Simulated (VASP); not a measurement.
A run of VASP 6.6.1 is set up as follows.

The input INCAR:

```
SYSTEM = Os
  ALGO = Normal
  EDIFF = 1E-6
  ENCUT = 520
  GGA = PS
  ISIF = 2
  ISMEAR = 0
  LASPH = .TRUE.
  LCHARG = .TRUE.
  LELF = .TRUE.
  LREAL = .FALSE.
  LVHAR = .TRUE.
  LWAVE = .FALSE.
  NBANDS = 15
  NELM = 80
  PREC = Accurate
  SIGMA = 0.1
```

Contents of KPOINTS:

```
k-points
0
G
  18 18 10
  0 0 0
```

File POSCAR:

```
Os
1.0
    2.7271584018      0.0000000000      0.0000000000
   -1.3635792009      2.3617884561      0.0000000000
    0.0000000000      0.0000000000      4.3130919028
Os
2
Direct
    0.3333333333      0.6666666667      0.2500000000
    0.6666666667      0.3333333333      0.7500000000
```

Potentials or basis: VASP PAW PBE potentials, release 64 (Os).

Run with:

```bash
$ cat potpaw_PBE.64/Os/POTCAR > POTCAR
$ mpirun -np 1 vasp_std > vasp.out
```

(1) Predict the pressure.

(2) Estimate the band gap on the k mesh.

Results:

(1) 0.5 GPa.

(2) zero (bands 8 and 9 overlap by 4.00 eV).

Caveat: the PAW data sets were made with another functional, which shifts forces and pressure a little; spin-orbit coupling is left out, which moves the levels of the heavy elements.
